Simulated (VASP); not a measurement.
# LiF (Griceite) in VASP: settings compared, part 2 of 2

VASP 6.6.1. The steps go on from the part before.

## Step 3: Single point, PBEsol

INCAR

```
  PREC = Accurate
  ENCUT = 520
  EDIFF = 1E-6
  ISMEAR = -1
  SIGMA = 0.05
  LREAL = F
  LASPH = T
  NELM = 60
  ALGO = Normal
  ISIF = 2
  LWAVE = F
  LCHARG = F
  GGA = PS
  NBANDS = 12
```

KPOINTS

```
regular mesh
0
Gamma
  8 8 8
```

POSCAR

```
LiF
1.0
    0.0000000000      2.0140000000      2.0140000000
    2.0140000000      0.0000000000      2.0140000000
    2.0140000000      2.0140000000      0.0000000000
F Li
1 1
Direct
    0.5000000000      0.5000000000      0.5000000000
    0.0000000000      0.0000000000      0.0000000000
```

Potentials or basis: VASP PAW PBE potentials, release 64 (F, Li_sv).

Command:

```bash
> cat potpaw_PBE.64/F/POTCAR potpaw_PBE.64/Li_sv/POTCAR > POTCAR
> mpirun -np 1 vasp_std > vasp.out
```

OUTCAR:

```text
PREC = Accurate
   ENCUT = 520
   EDIFF = 1E-6
   ISMEAR = -1
   LREAL = F
   LASPH = T
   NELM = 60
   ISIF = 2
   GGA = PS

 ion  position               nearest neighbor table
   1  0.500  0.500  0.500-   2 2.01   2 2.01   2 2.01   2 2.01   2 2.01   2 2.01
   2  0.000  0.000  0.000-   1 2.01   1 2.01   1 2.01   1 2.01   1 2.01   1 2.01

  LATTYP: Found a face centered cubic cell.
 ALAT       =     4.0280000000

  Lattice vectors:

 A1 = (   0.0000000000,   2.0140000000,   2.0140000000)
 A2 = (   2.0140000000,   0.0000000000,   2.0140000000)
 A3 = (   2.0140000000,   2.0140000000,   0.0000000000)

Analysis of symmetry for initial positions (statically):
=====================================================================
 Subroutine PRICEL returns:
 Original cell was already a primitive cell.

 Routine SETGRP: Setting up the symmetry group for a
 face centered cubic supercell.

 Subroutine GETGRP returns: Found 48 space group operations
 (whereof 48 operations were pure point group operations)
 out of a pool of 48 trial point group operations.

The static configuration has the point symmetry O_h .

Analysis of symmetry for dynamics (positions and initial velocities):
[... 165 lines left out ...]
 fundamental gap:      8.9153409523
 Fermi energy:         0.1663461086

 k-point     1 :       0.0000    0.0000    0.0000
  band No.  band energies     occupation
      1     -41.3167      2.00000
      2     -20.9728      2.00000
      3      -1.1081      2.00000
      4      -1.1081      2.00000
      5      -1.1081      2.00000
      6       7.8072      0.00000
      7      22.7185      0.00000
      8      22.7185      0.00000
      9      22.7185      0.00000
     10      23.0007      0.00000
     11      23.0007      0.00000
     12      23.0007      0.00000
[... 331 lines left out ...]
 k-point    24 :      -0.3750    0.2500    0.1250
  band No.  band energies     occupation
      1     -41.2439      2.00000
      2     -20.4110      2.00000
      3      -3.4764      2.00000
      4      -2.3600      2.00000
      5      -1.5966      2.00000
      6      11.2148      0.00000
      7      14.4352      0.00000
      8      17.6979      0.00000
      9      17.9299      0.00000
     10      26.2968      0.00000
     11      27.4068      0.00000
     12      32.9297      0.00000

 [... further k-points ...]
[... 5 lines left out ...]
  --------------------------------------------------------------------------------------
  -------------------------------------------------------------------------------------
  Total       -0.1311137     -0.1311137     -0.1311137      0.0000000     -0.0000000     -0.0000000
  in kB      -12.8573146    -12.8573146    -12.8573146      0.0000000     -0.0000000     -0.0000000
  external PRESSURE =     -12.8573146 kB  Pullay stress =       0.0000000 kB

 VOLUME and BASIS-vectors are now :
 -----------------------------------------------------------------------------
  energy-cutoff  :      520.00
  volume of cell :       16.34
      direct lattice vectors                 reciprocal lattice vectors
     0.000000000  2.014000000  2.014000000    -0.248262165  0.248262165  0.248262165
     2.014000000  0.000000000  2.014000000     0.248262165 -0.248262165  0.248262165
     2.014000000  2.014000000  0.000000000     0.248262165  0.248262165 -0.248262165

 POSITION                                       TOTAL-FORCE (eV/Angst)
 -----------------------------------------------------------------------------------
      2.01400      2.01400      2.01400        -0.000000      0.000000     -0.000000
      0.00000      0.00000      0.00000         0.000000      0.000000      0.000000
 -----------------------------------------------------------------------------------
    total drift:                               -0.000000     -0.000000      0.000000

  FREE ENERGIE OF THE ION-ELECTRON SYSTEM (eV)
  ---------------------------------------------------
  free  energy   TOTEN  =        -9.8519246282 eV

  energy  without entropy=       -9.8519246282  energy(sigma->0) =       -9.85192463
```

OSZICAR:

```text
N       E                     dE             d eps       ncg     rms          rms(c)
DAV:   1     0.308456024872E+02    0.30846E+02   -0.52806E+03   720   0.843E+02
DAV:   2    -0.926875986385E+01   -0.40114E+02   -0.39175E+02   840   0.184E+02
DAV:   3    -0.102697347736E+02   -0.10010E+01   -0.99923E+00   916   0.257E+01
DAV:   4    -0.102779282427E+02   -0.81935E-02   -0.81931E-02   772   0.265E+00
DAV:   5    -0.102780201187E+02   -0.91876E-04   -0.91875E-04   944   0.208E-01    0.406E+00
DAV:   6    -0.985130413789E+01    0.42672E+00   -0.20072E+00   772   0.872E+00    0.139E+00
DAV:   7    -0.984947741409E+01    0.18267E-02   -0.15555E-02   944   0.111E+00    0.840E-01
DAV:   8    -0.985185211599E+01   -0.23747E-02   -0.11928E-02   888   0.120E+00    0.106E-01
DAV:   9    -0.985187356868E+01   -0.21453E-04   -0.99537E-04   824   0.277E-01    0.425E-02
DAV:  10    -0.985192410932E+01   -0.50541E-04   -0.10165E-04   792   0.756E-02    0.883E-03
DAV:  11    -0.985192462818E+01   -0.51887E-06   -0.39856E-06   876   0.201E-02
   1 F= -.98519246E+01 E0= -.98519246E+01  d E =-.119316E-11
```

Wall time 2.5 s (1 thread of Intel Xeon 6975P-C (Granite Rapids), shared host); peak memory 0.13 GiB.

Results:

```yaml
Free_energy: -9.8519 eV
Band_gap_on_the_k_mesh: 8.92 eV, direct
```

Caveat: the cutoff is under 1.25 times the usual one of these potentials, so pressure, stress and relaxed cells hold a basis-set (Pulay) error; the PAW data sets were made with another functional, which shifts forces and pressure a little. A k mesh can miss the band edges.

## Step 4: Single point, PBE

INCAR

```
PREC = Accurate
ENCUT = 520
EDIFF = 1E-6
ISMEAR = -1
SIGMA = 0.05
LREAL = False
LASPH = True
NELM = 80
ALGO = Normal
ISIF = 2
LWAVE = False
LCHARG = False
GGA = PE
NBANDS = 12
```

KPOINTS

```
regular mesh
0
Gamma
  7 7 7
```

POSCAR is that of step 3.

Command:

```bash
> cat potpaw_PBE.64/F/POTCAR potpaw_PBE.64/Li_sv/POTCAR > POTCAR
> mpirun -np 1 vasp_std > vasp.out
```

Run time: 1.9 s. Hardware: 1 thread of Intel Xeon 6975P-C (Granite Rapids), shared host; peak memory 0.12 GiB.

The run converged. Its results:

```yaml
Free_energy: -9.6376 eV
Band_gap_on_the_k_mesh: 9.09 eV, direct
```

Levels at points of the mesh, in eV from the valence-band top:
| k point | band 1 | band 2 | band 3 | band 4 | band 5 | band 6 | band 7 | band 8 | band 9 | band 10 |
| --- | --- | --- | --- | --- | --- | --- | --- | --- | --- | --- |
| (0.00, 0.00, 0.00) | -40.92 | -19.97 | 0.00 | 0.00 | 0.00 | 9.09 | 23.97 | 23.97 | 23.97 | 24.32 |

Caveat: the cutoff is under 1.25 times the usual one of these potentials, so pressure, stress and relaxed cells hold a basis-set (Pulay) error.

## Step 5: Single point, PBEsol (volume scaled by 0.94)

INCAR

```
SYSTEM = LiF
  PREC = Accurate
  ENCUT = 520
  EDIFF = 1E-6
  ISMEAR = -1
  SIGMA = 0.05
  LREAL = .False.
  LASPH = .True.
  NELM = 100
  ALGO = Normal
  ISIF = 2
  LWAVE = .False.
  LCHARG = .False.
  GGA = PS
  NBANDS = 12
```

KPOINTS

```
regular mesh
0
Gamma
  11 11 11
  0 0 0
```

POSCAR

```
LiF
1.0
    0.0000000000      1.9728864230      1.9728864230
    1.9728864230      0.0000000000      1.9728864230
    1.9728864230      1.9728864230      0.0000000000
F Li
1 1
Direct
    0.5000000000      0.5000000000      0.5000000000
    0.0000000000      0.0000000000      0.0000000000
```

Command:

```bash
> cat potpaw_PBE.64/F/POTCAR potpaw_PBE.64/Li_sv/POTCAR > POTCAR
> mpirun -np 1 vasp_std > vasp.out
```

It took 6.5 s on 1 thread of Intel Xeon Platinum 8259CL at 2.50GHz (Skylake/Cascade Lake), shared host; peak memory 0.13 GiB.

It converged, with:

```
Free energy            : -9.8424 eV
Band gap on the k mesh : 9.48 eV, direct
```

Levels at points of the mesh, in eV from the valence-band top:
| k point | band 1 | band 2 | band 3 | band 4 | band 5 | band 6 | band 7 | band 8 | band 9 | band 10 |
| --- | --- | --- | --- | --- | --- | --- | --- | --- | --- | --- |
| (0.00, 0.00, 0.00) | -40.09 | -20.04 | 0.00 | 0.00 | 0.00 | 9.48 | 24.62 | 24.62 | 24.62 | 24.72 |

Caveat: the cutoff is under 1.25 times the usual one of these potentials, so pressure, stress and relaxed cells hold a basis-set (Pulay) error; the PAW data sets were made with another functional, which shifts forces and pressure a little. A k mesh can miss the band edges.

## Step 6: Single point, PBEsol (volume scaled by 0.96)

INCAR

```
SYSTEM = LiF
PREC     = Accurate       ! precision mode
ENCUT    = 520            ! plane-wave cutoff, eV
EDIFF    = 1E-6           ! SCF threshold, eV
ISMEAR   = -1             ! smearing method
SIGMA    = 0.05           ! smearing width, eV
LREAL    = .FALSE.        ! projectors in reciprocal space
LASPH    = .TRUE.         ! aspherical terms in the spheres
NELM     = 60             ! most SCF steps
ALGO     = Normal         ! electronic algorithm
ISIF     = 2              ! what is computed and relaxed
LWAVE    = .FALSE.        ! write WAVECAR
LCHARG   = .FALSE.        ! write CHGCAR
GGA      = PS             ! functional
NBANDS   = 12             ! bands
```

KPOINTS

```
regular mesh
0
G
  11 11 11
  0 0 0
```

POSCAR

```
LiF
1.0
    0.0000000000      1.9867804471      1.9867804471
    1.9867804471      0.0000000000      1.9867804471
    1.9867804471      1.9867804471      0.0000000000
F Li
1 1
Direct
    0.5000000000      0.5000000000      0.5000000000
    0.0000000000      0.0000000000      0.0000000000
```

Potentials or basis: VASP PAW PBE potentials, release 64 (F, Li_sv).

Command:

```bash
> cat potpaw_PBE.64/F/POTCAR potpaw_PBE.64/Li_sv/POTCAR > POTCAR
> mpirun -np 1 vasp_std > vasp.out
```

It took 6.6 s on 1 thread of Intel Xeon Platinum 8259CL at 2.50GHz (Skylake/Cascade Lake), shared host; peak memory 0.13 GiB.

It converged, with:

| Item | Value |
| --- | --- |
| Free energy | -9.8490 eV |
| Band gap on the k mesh | 9.29 eV, direct |

Levels at points of the mesh, in eV from the valence-band top:
```csv
k point,band 1,band 2,band 3,band 4,band 5,band 6,band 7,band 8,band 9,band 10
"(0.00, 0.00, 0.00)",-40.12,-19.98,0.00,0.00,0.00,9.29,24.35,24.35,24.35,24.51
```

Caveat: the cutoff is under 1.25 times the usual one of these potentials, so pressure, stress and relaxed cells hold a basis-set (Pulay) error; the PAW data sets were made with another functional, which shifts forces and pressure a little. A k mesh can miss the band edges.

## Step 7: Overview

| level | cell | k mesh | smearing | gap on the mesh (eV) |
| --- | --- | --- | --- | --- |
| RPBE | a = 2.848 Å, angles 60.0°, 2 atoms | 11 × 11 × 11 | tetrahedron | 9.35 |
| PBEsol | a = 2.848 Å, angles 60.0°, 2 atoms | 8 × 8 × 8 | fermi-dirac 0.05 eV | 8.92 |
| PBE | a = 2.848 Å, angles 60.0°, 2 atoms | 7 × 7 × 7 | fermi-dirac 0.05 eV | 9.09 |
| PBEsol | a = 2.790 Å, angles 60.0°, 2 atoms | 11 × 11 × 11 | fermi-dirac 0.05 eV | 9.48 |
| PBEsol | a = 2.810 Å, angles 60.0°, 2 atoms | 11 × 11 × 11 | fermi-dirac 0.05 eV | 9.29 |

Alike in all rows: task single point; potentials or basis VASP PAW PBE potentials, release 64 (F, Li_sv); no spin polarisation; cutoff (eV) 520.

Caveats: the cutoff is under 1.25 times the usual one of these potentials, so pressure, stress and relaxed cells hold a basis-set (Pulay) error; the PAW data sets were made with another functional, which shifts forces and pressure a little (some runs).

Absolute energies hang on the potentials; compare differences alone.
